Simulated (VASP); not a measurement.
Runs of VASP 6.6.1 on SmMg3Al. The structure is that of space group Pm-3m (No. 221), or close to it. The cells are those of the table. The cell was generated, and may not be a known phase.

```tsv
task	cell	k mesh	gap on the mesh (eV)	pressure (GPa)	relaxed volume (Å³/atom)
relaxation of cell and atoms	relaxed from a = 5.957 Å, 5 atoms	6 × 6 × 6	none	0.0	42.35
single point	a = 5.957 Å, 5 atoms	6 × 6 × 6	none	0.0	-
single point	a = 4.305 Å, 5 atoms	4 × 4 × 4	none	(a)	-
single point	a = 5.957 Å, 5 atoms	4 × 4 × 4	none	0.1	-
relaxation of cell and atoms	relaxed from a = 4.305 Å, 5 atoms	4 × 4 × 4	none	0.1	42.28
```

Alike in all rows: level PBE; potentials or basis VASP PAW PBE potentials, release 64 (Sm_3, Mg, Al), 4f in core; no spin polarisation; cutoff (eV) 600; smearing gaussian 0.1 eV.

Question: Estimate the missing entries.

Answer: (a) 59.5.

Caveats: some runs use coarse meshes; spin-orbit coupling is left out, which moves the levels of the heavy elements; the 4f electrons are frozen in the core, so they carry no moment and show no levels; the volume moved by over 15 % at a fixed basis, so the end points are rough (at least some runs).

A k mesh can miss the band edges, and the runs leave out spin-orbit coupling on Sm.

A gap of «none» marks levels without a gap at the run's occupations.
